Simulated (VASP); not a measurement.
**Y: single point with PBEsol**

The system is Y.

```
Y
1.0
     1.82539    1.05389    8.72495
    -1.82539    1.05389    8.72495
     0.00000   -2.10777    8.72495
Y
3
Cartesian
  0.0000 0.0000 0.0000
  0.0000 0.0000 5.7879
  0.0000 0.0000 20.3870
```

```json
{
 "Program": "VASP 6.6.1",
 "Task": "single point",
 "Functional": "PBEsol",
 "Potentials or basis": "VASP PAW PBE potentials, release 64 (Y_sv)",
 "Cutoff": "500 eV",
 "k mesh": "11 × 11 × 11",
 "Occupations": "fermi-dirac, width 0.1 eV",
 "Spin": "no spin polarisation"
}
```

```
Pressure               : -2.9 GPa
Largest force          : 0.074 eV/Å
Band gap on the k mesh : zero (an odd number of electrons rules out a gap without spin polarisation)
```

Forces on the atoms (eV/Å):
```
Y    0.000  0.000  0.000
Y    0.000  0.000  0.074
Y    0.000  0.000 -0.074
```

Stress tensor (GPa, compression positive):
```
-2.84  0.00  0.00
 0.00 -2.84  0.00
 0.00  0.00 -3.01
```

Levels at points of the mesh, in eV from the Fermi level:
```
           k point  band 13  band 14  band 15  band 16  band 17  band 18  band 19  band 20
(0.00, 0.00, 0.00)    -4.69    -2.57    -2.54     0.49     0.66     1.58     1.58     1.78
```

Run time: 27 min on 1 thread of AMD EPYC 9R45 96-Core Processor (Zen 5), with other jobs on the host, peak memory 0.83 GiB.

Caveat: the PAW data sets were made with another functional, which shifts forces and pressure a little.
